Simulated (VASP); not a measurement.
**Zr3O: single point with PBEsol**

Zr3O:

```
Zr O
1.0
     5.36133    0.00000    0.00000
    -2.68066    4.64305    0.00000
     0.00000    0.00000    5.59348
Zr O
6 2
Direct
  0.31933 0.00000 0.00000
  0.31933 0.31933 0.50000
  0.00000 0.31933 0.00000
  0.68067 0.00000 0.50000
  0.68067 0.68067 0.00000
  0.00000 0.68067 0.50000
  0.33333 0.66667 0.25000
  0.66667 0.33333 0.75000
```

This cell differs from its parent crystal: c/a of the conventional cell at fixed volume 1.0433.

```yaml
Program: VASP 6.6.1
Task: single point
Functional: PBEsol
Potentials_or_basis: VASP PAW PBE potentials, release 64 (Zr_sv, O)
Cutoff: 520 eV
k_mesh: 9 × 9 × 8
Occupations: gaussian, width 0.15 eV
Spin: no spin polarisation
Dipole_correction: no
Further_INCAR_settings: ALGO = Normal; EDIFF = 1e-07; NBANDS = 52
```

The pressure is -1.1 GPa and the largest force is 1.770 eV/Å. The band gap on the k mesh is zero (band 42 reaches 9.64 eV, above the bottom of band 43 at 9.52 eV).

Forces on the atoms (eV/Å):
```
Zr   1.770  0.000  0.000
Zr   0.885  1.533  0.000
Zr  -0.885  1.533  0.000
Zr  -1.770  0.000  0.000
Zr  -0.885 -1.533  0.000
Zr   0.885 -1.533  0.000
O    0.000  0.000  0.000
O    0.000  0.000  0.000
```

Stress tensor (GPa, compression positive):
```
 3.24  0.00  0.00
 0.00  3.24  0.00
 0.00  0.00 -9.65
```

Levels at points of the mesh, in eV from the Fermi level:
```
           k point  band 40  band 41  band 42  band 43  band 44  band 45
(0.00, 0.00, 0.00)    -0.49    -0.17    -0.16     0.77     0.77     0.85
(0.00, 0.00, 0.50)    -0.52    -0.02    -0.02     0.39     0.39     0.60
```

Wall time 9.4 min on 1 thread of Intel Xeon 6975P-C, on a shared host, peak memory 0.44 GiB.

Caveat: the PAW data sets were made with another functional, which shifts forces and pressure a little.
